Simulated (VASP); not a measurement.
# SnTe (Pm-3m) in VASP: settings compared

SnTe is run at these levels: PBE-based screened hybrid with 75 % exact exchange, PBE-based screened hybrid with 5 % exact exchange; tasks: single point.

Everything below comes from runs of VASP 6.6.1. Logs are shortened: lines on timing, memory, paths and dates and some standing lists are left out, and cuts for length are marked.

## (1) The cell of the first run

Symmetry: Pm-3m, No. 221, cubic system. The conventional cell has a = 3.892 Å, b = 3.892 Å, c = 3.892 Å, α = 90.00°, β = 90.00°, γ = 90.00°. Sn (site symmetry m-3m) has 8 Te at 3.37 Å and 6 Sn at 3.89 Å within 4.4 Å. Te (site symmetry m-3m) has 8 Sn at 3.37 Å and 6 Te at 3.89 Å within 4.4 Å.

## (2) Single point, PBE-based screened hybrid with 75 % exact exchange

POSCAR

```
SnTe
1.0
    3.8918236295      0.0000000000      0.0000000000
    0.0000000000      3.8918236295      0.0000000000
    0.0000000000      0.0000000000      3.8918236295
Sn Te
1 1
Direct
    0.0000000000      0.0000000000      0.0000000000
    0.5000000000      0.5000000000      0.5000000000
```

INCAR.step1

```
  PREC = Accurate
  ENCUT = 520
  EDIFF = 1E-5
  ISMEAR = -1
  SIGMA = 0.02
  LREAL = F
  LASPH = T
  NELM = 100
  ALGO = Normal
  ISIF = 2
  LWAVE = T
  LCHARG = F
  NBANDS = 17
  GGA = PE
```

INCAR.step2

```
  PREC = Accurate
  ENCUT = 520
  EDIFF = 1E-6
  ISMEAR = -1
  SIGMA = 0.02
  LREAL = F
  LASPH = T
  NELM = 100
  ALGO = Normal
  ISIF = 2
  LWAVE = F
  LCHARG = F
  GGA = PE
  LHFCALC = T
  AEXX = 0.75
  HFSCREEN = 0.5
  PRECFOCK = Normal
  NBANDS = 17
  ISTART = 1
```

KPOINTS

```
regular mesh
0
Gamma
  4 4 4
```

Potentials or basis: VASP PAW PBE potentials, release 64 (Sn_d, Te).

The run is started by

```console
cat potpaw_PBE.64/Sn_d/POTCAR potpaw_PBE.64/Te/POTCAR > POTCAR
cp INCAR.step1 INCAR
mpirun -np 1 vasp_std > vasp.out
cp INCAR.step2 INCAR
mpirun -np 1 vasp_std > vasp.out
```

OUTCAR:

```text
PREC = Accurate
   ENCUT = 520
   EDIFF = 1E-6
   ISMEAR = -1
   LREAL = F
   LASPH = T
   NELM = 100
   ISIF = 2
   GGA = PE
   LHFCALC = T
   AEXX = 0.75
   HFSCREEN = 0.5
   PRECFOCK = Normal
   ISTART = 1

 ion  position               nearest neighbor table
   1  0.000  0.000  0.000-   2 3.37   2 3.37   2 3.37   2 3.37   2 3.37   2 3.37   2 3.37   2 3.37

   2  0.500  0.500  0.500-   1 3.37   1 3.37   1 3.37   1 3.37   1 3.37   1 3.37   1 3.37   1 3.37

  LATTYP: Found a simple cubic cell.
 ALAT       =     3.8918236295

  Lattice vectors:

 A1 = (   3.8918236295,   0.0000000000,   0.0000000000)
 A2 = (   0.0000000000,   3.8918236295,   0.0000000000)
 A3 = (   0.0000000000,   0.0000000000,   3.8918236295)

Analysis of symmetry for initial positions (statically):
=====================================================================
 Subroutine PRICEL returns:
 Original cell was already a primitive cell.

 Routine SETGRP: Setting up the symmetry group for a
 simple cubic supercell.

 Subroutine GETGRP returns: Found 48 space group operations
 (whereof 48 operations were pure point group operations)
 out of a pool of 48 trial point group operations.

The static configuration has the point symmetry O_h .

Analysis of symmetry for dynamics (positions and initial velocities):
=====================================================================
 Subroutine PRICEL returns:
 Original cell was already a primitive cell.

 Routine SETGRP: Setting up the symmetry group for a
 simple cubic supercell.

 Subroutine GETGRP returns: Found 48 space group operations
 (whereof 48 operations were pure point group operations)
 out of a pool of 48 trial point group operations.

The dynamic configuration has the point symmetry O_h .

 Subroutine INISYM returns: Found 48 space group operations
 (whereof 48 operations are pure point group operations),
 and found     1 'primitive' translations

----------------------------------------------------------------------------------------

                                     Primitive cell

  volume of cell :      58.9467

  direct lattice vectors                    reciprocal lattice vectors
     3.891823630  0.000000000  0.000000000     0.256948951  0.000000000  0.000000000
     0.000000000  3.891823630  0.000000000     0.000000000  0.256948951  0.000000000
[... 74 lines left out ...]
   IBRION =     -1    ionic relax: 0-MD 1-quasi-New 2-CG
   NFREE  =      0    steps in history (QN), initial steepest desc. (CG)
   ISIF   =      2    stress and relaxation
   ISYM   =      3    0-nonsym 1-usesym 2-fastsym
   POTIM  = 0.5000    time-step for ionic-motion
   TEBEG  =    0.0;   TEEND  =   0.0 temperature during run
   PSTRESS=    0.0 pullay stress
   NELECT =      20.0000    total number of electrons
   NUPDOWN=      -1.0000    fix difference up-down
   EMIN   =  10.00;   EMAX   =-10.00  energy-range for DOS
   EFERMI =   0.00;   METHOD = LEGACY
   ISMEAR =    -1;   SIGMA  =   0.02  broadening in eV -4-tet -1-fermi 0-gaus
   EFERMI_NEDOS =   21; number of points for ismear=-14 and -15
   IALGO  =     38    algorithm
   IMIX   =      1    mixing-type and parameters
     AMIX     =   0.40;   BMIX     =  1.00
     AMIX_MAG =   1.60;   BMIX_MAG =  1.00
  volume/ion in A,a.u.               =      29.47       198.90
  Fermi-wavevector in a.u.,A,eV,Ry     =   1.141822  2.157730 17.738692  1.303757
  Thomas-Fermi vector in A             =   2.278521
   LORBIT       =      0    0 simple, 1 ext, 2 COOP (PROOUT), +10 PAW based schemes
   GGA     = PE    functional components
   LHFCALC =     T    Hartree Fock is set to
   PRECFOCK=normal    Normal, Fast or Accurate (Low or Medium for compatibility)
   ENCUT4O =  -1.0   cutoff for four orbital integrals eV
   NKREDX  =     1    reduce k-point grid by
   NKREDY  =     1    reduce k-point grid by
   NKREDZ  =     1    reduce k-point grid by
   AEXX    =    0.7500 exact exchange contribution
   HFSCREEN=    0.5000 screening length (either q_TF or 0.3 A-1)
   HFSCREENC=   0.5000 screening length for correlation (either q_TF or 0.3 A-1)
   ENCUTFOCK=  -1.0 apply spherical cutoff to Coloumb kernel
   IVDW    =     0    specifies the selected vdW correction
   LEPSILON=     F    determine dielectric tensor
   LRPA    =     F    only Hartree local field effects (RPA)
 non-spin polarized calculation
  energy-cutoff  :      520.00
  volume of cell :       58.95
 maximum number of plane-waves:      1622
 NGX is ok and might be reduce to    30
  NGX = 24; NGY = 24; NGZ = 24

 number of electron      19.9999983 magnetization

 Free energy of the ion-electron system (eV)
  ---------------------------------------------------
  ext. energy  EPLUGINS =         0.00000000
  ---------------------------------------------------
  free energy    TOTEN  =        -9.46600644 eV

  energy without entropy =       -9.46174404  energy(sigma->0) =       -9.46387524

 E-fermi :   6.9200     XC(G=0):  -6.1206

 val. band max:        6.7714066073   @ k =   0.5000   0.2500   0.0000
 cond. band min:       6.9419257680   @ k =   0.5000   0.2500   0.2500
 fundamental gap:      0.1705191607
 Fermi energy:         6.9200127355

 k-point     1 :       0.0000    0.0000    0.0000
  band No.  band energies     occupation
      1     -20.3800      2.00000
      2     -20.3800      2.00000
      3     -20.3530      2.00000
      4     -20.3530      2.00000
      5     -20.3530      2.00000
      6      -7.8086      2.00000
[... 177 lines left out ...]
      4     -20.3324      2.00000
      5     -20.3324      2.00000
      6      -4.6489      2.00000
[... 9 lines left out ...]
     16      22.8155      0.00000
     17      24.1002      0.00000

------------------------ aborting loop because EDIFF is reached ----------------------------------------

  FORCE on cell =-STRESS in cart. coord.  units (eV):
  Direction    XX          YY          ZZ          XY          YZ          ZX
  --------------------------------------------------------------------------------------
  -------------------------------------------------------------------------------------
  Total       -0.6636144     -0.6636144     -0.6636144      0.0000000     -0.0000000     -0.0000000
  in kB      -18.0371083    -18.0371083    -18.0371083      0.0000000     -0.0000000     -0.0000000
  external PRESSURE =     -18.0371083 kB  Pullay stress =       0.0000000 kB

 VOLUME and BASIS-vectors are now :
 -----------------------------------------------------------------------------
  energy-cutoff  :      520.00
  volume of cell :       58.95
      direct lattice vectors                 reciprocal lattice vectors
     3.891823630  0.000000000  0.000000000     0.256948951  0.000000000  0.000000000
     0.000000000  3.891823630  0.000000000     0.000000000  0.256948951  0.000000000
     0.000000000  0.000000000  3.891823630     0.000000000  0.000000000  0.256948951

 POSITION                                       TOTAL-FORCE (eV/Angst)
 -----------------------------------------------------------------------------------
      0.00000      0.00000      0.00000         0.000000      0.000000      0.000000
      1.94591      1.94591      1.94591         0.000000      0.000000      0.000000
 -----------------------------------------------------------------------------------
    total drift:                               -0.000002     -0.000002     -0.000002

  FREE ENERGIE OF THE ION-ELECTRON SYSTEM (eV)
  ---------------------------------------------------
  free  energy   TOTEN  =        -9.4660064428 eV

  energy  without entropy=       -9.4617440376  energy(sigma->0) =       -9.46387524
```

OUTCAR.step1:

```text
PREC = Accurate
   ENCUT = 520
   EDIFF = 1E-5
   ISMEAR = -1
   LREAL = F
[... 406 lines left out ...]
      0.00000      0.00000      0.00000         0.000000      0.000000      0.000000
      1.94591      1.94591      1.94591         0.000000      0.000000      0.000000
 -----------------------------------------------------------------------------------
    total drift:                               -0.000000     -0.000000     -0.000000

  FREE ENERGIE OF THE ION-ELECTRON SYSTEM (eV)
  ---------------------------------------------------
  free  energy   TOTEN  =        -6.9065811365 eV

  energy  without entropy=       -6.8980650070  energy(sigma->0) =       -6.90232307
```

Wall time 32 min (1 thread of Intel Xeon 8259CL, shared host); peak memory 0.26 GiB.

What came out:

| Item | Value |
| --- | --- |
| Free energy | -9.4660 eV |
| Pressure | -1.8 GPa |
| Band gap on the k mesh | zero (bands 10 and 11 overlap by 1.59 eV) |

Caveat: the k points lie up to 0.40 Å⁻¹ apart, too coarse for converged energies and pressures of a metal; the structure was generated, so it needn't be the stable form of SnTe; the PAW data sets were made with another functional, which shifts forces and pressure a little; spin-orbit coupling is left out, which moves the levels of the heavy elements.

## (3) Single point, PBE-based screened hybrid with 5 % exact exchange

POSCAR is that of step 2.

INCAR.step1

```
  PREC = Accurate
  ENCUT = 520
  EDIFF = 1E-5
  ISMEAR = -1
  SIGMA = 0.02
  LREAL = False
  LASPH = True
  NELM = 100
  ALGO = Normal
  ISIF = 2
  LWAVE = True
  LCHARG = False
  NBANDS = 17
  GGA = PE
```

INCAR.step2

```
  PREC = Accurate
  ENCUT = 520
  EDIFF = 1E-6
  ISMEAR = -1
  SIGMA = 0.02
  LREAL = False
  LASPH = True
  NELM = 100
  ALGO = Normal
  ISIF = 2
  LWAVE = False
  LCHARG = False
  GGA = PE
  LHFCALC = True
  AEXX = 0.05
  HFSCREEN = 0.2078
  PRECFOCK = Normal
  NBANDS = 17
  ISTART = 1
```

KPOINTS

```
Automatic mesh
0
Gamma
  4 4 4
```

Potentials or basis: VASP PAW PBE potentials, release 64 (Sn_d, Te).

The run is started by

```console
cat potpaw_PBE.64/Sn_d/POTCAR potpaw_PBE.64/Te/POTCAR > POTCAR
cp INCAR.step1 INCAR
mpirun -np 1 vasp_std > vasp.out
cp INCAR.step2 INCAR
mpirun -np 1 vasp_std > vasp.out
```

It took 20 min on 1 thread of Intel Xeon 8259CL, shared host; peak memory 0.26 GiB.

Results (log left out):

| Item | Value |
| --- | --- |
| Free energy | -7.1572 eV |
| Pressure | -0.3 GPa |
| Band gap on the k mesh | zero (bands 10 and 11 overlap by 1.58 eV) |

Levels at points of the mesh, in eV from the Fermi level:
| k point | band 7 | band 8 | band 9 | band 10 | band 11 | band 12 | band 13 | band 14 |
| --- | --- | --- | --- | --- | --- | --- | --- | --- |
| (0.00, 0.00, 0.00) | -5.32 | -1.78 | -1.78 | -1.78 | 3.69 | 3.69 | 5.61 | 5.61 |
| (0.50, 0.00, 0.00) | -8.34 | -0.26 | -0.26 | 0.08 | 0.30 | 2.32 | 2.32 | 5.52 |
| (0.50, 0.50, 0.00) | -6.44 | -4.91 | -4.91 | 0.31 | 3.58 | 3.99 | 3.99 | 6.11 |
| (0.50, 0.50, 0.50) | -5.26 | -2.95 | -2.95 | -2.95 | -1.27 | -1.27 | -1.27 | 14.29 |

Caveat: the k points lie up to 0.40 Å⁻¹ apart, too coarse for converged energies and pressures of a metal; the structure was generated, so it needn't be the stable form of SnTe; the PAW data sets were made with another functional, which shifts forces and pressure a little; spin-orbit coupling is left out, which moves the levels of the heavy elements.

The gap in the log of VASP goes by the Fermi energy; the results here count the filled bands.